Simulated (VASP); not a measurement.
Here is a VASP 6.6.1 calculation.

Contents of INCAR:

```
SYSTEM = Hg
  PREC = Accurate
  ENCUT = 600
  EDIFF = 1E-7
  ISMEAR = 0
  SIGMA = 0.1
  LREAL = .FALSE.
  LASPH = .TRUE.
  NELM = 100
  ALGO = Fast
  ISIF = 3
  LWAVE = .FALSE.
  LCHARG = .FALSE.
  GGA = PE
  IBRION = 2
  NSW = 90
  EDIFFG = -0.04
```

The input KPOINTS:

```
Automatic mesh
0
G
  6 6 6
  0 0 0
```

POSCAR

```
Hg
1.0
    2.1771848781      1.2569982754      4.0373283270
   -2.1771848781      1.2569982754      4.0373283270
    0.0000000000     -2.5139965509      4.0373283270
Hg
2
Direct
    0.2275400000      0.2275400000      0.2275400000
    0.7724600000      0.7724600000      0.7724600000
```

Potentials or basis: VASP PAW PBE potentials, release 64 (Hg).

Run with:

```sh
$ cat potpaw_PBE.64/Hg/POTCAR > POTCAR
$ mpirun -np 1 vasp_std > vasp.out
```

(1) Predict the space group after relaxing (to 0.05 Å).

(2) Predict the relaxed cell.

(3) Estimate the band gap on the k mesh.

(4) Estimate the relaxed volume.

## Answers

(1) R-3m (No. 166).

(2) a = 4.373 Å, b = 4.373 Å, c = 4.373 Å, α = 61.39°, β = 61.39°, γ = 61.39°.

(3) zero (band 12 reaches 4.59 eV, above the bottom of band 13 at 0.53 eV).

(4) 30.48 Å³/atom.

Caveat: spin-orbit coupling is left out, which moves the levels of the heavy elements.
